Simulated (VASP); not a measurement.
Write the native input for VASP 6.6.1 that does the following.

```
Task                   : single point
Functional             : PBEsol
Potentials or basis    : VASP PAW PBE potentials, release 64 (Al, N)
Cutoff                 : 520 eV
k mesh                 : 6 × 6 × 4
Occupations            : gaussian, width 0.1 eV
Spin                   : no spin polarisation
Dipole correction      : no
Further INCAR settings : ALGO = Normal; EDIFF = 1e-06; NBANDS = 16
```

The structure of AlN lies in POSCAR:

```
AlN
1.0
    3.1120000000      0.0000000000      0.0000000000
   -1.5560000000      2.6950710566      0.0000000000
    0.0000000000      0.0000000000      4.9820000000
Al N
2 2
Direct
    0.3333333333      0.6666666667      0.0000000000
    0.6666666667      0.3333333333      0.5000000000
    0.3333333333      0.6666666667      0.3820000000
    0.6666666667      0.3333333333      0.8820000000
```

The input as run:

INCAR

```
SYSTEM = AlN
  PREC = Accurate
  ENCUT = 520
  EDIFF = 1E-6
  ISMEAR = 0
  SIGMA = 0.1
  LREAL = .False.
  LASPH = .True.
  NELM = 100
  ALGO = Normal
  ISIF = 2
  LWAVE = .False.
  LCHARG = .True.
  GGA = PS
  LELF = .True.
  LVHAR = .True.
  NBANDS = 16
```

KPOINTS

```
regular mesh
0
Gamma
  6 6 4
  0 0 0
```

Potentials or basis: VASP PAW PBE potentials, release 64 (Al, N).

Launch:

```sh
$ cat potpaw_PBE.64/Al/POTCAR potpaw_PBE.64/N/POTCAR > POTCAR
$ mpirun -np 1 vasp_std > vasp.out
```

Results of the run:

| Property | Result |
| --- | --- |
| Pressure | 0.2 GPa |
| Band gap on the k mesh | 4.12 eV |

Caveat: the PAW data sets were made with another functional, which shifts forces and pressure a little.

Run time: 9.6 s on 1 thread of Intel Xeon 8259CL, on a shared host, peak memory 0.15 GiB.
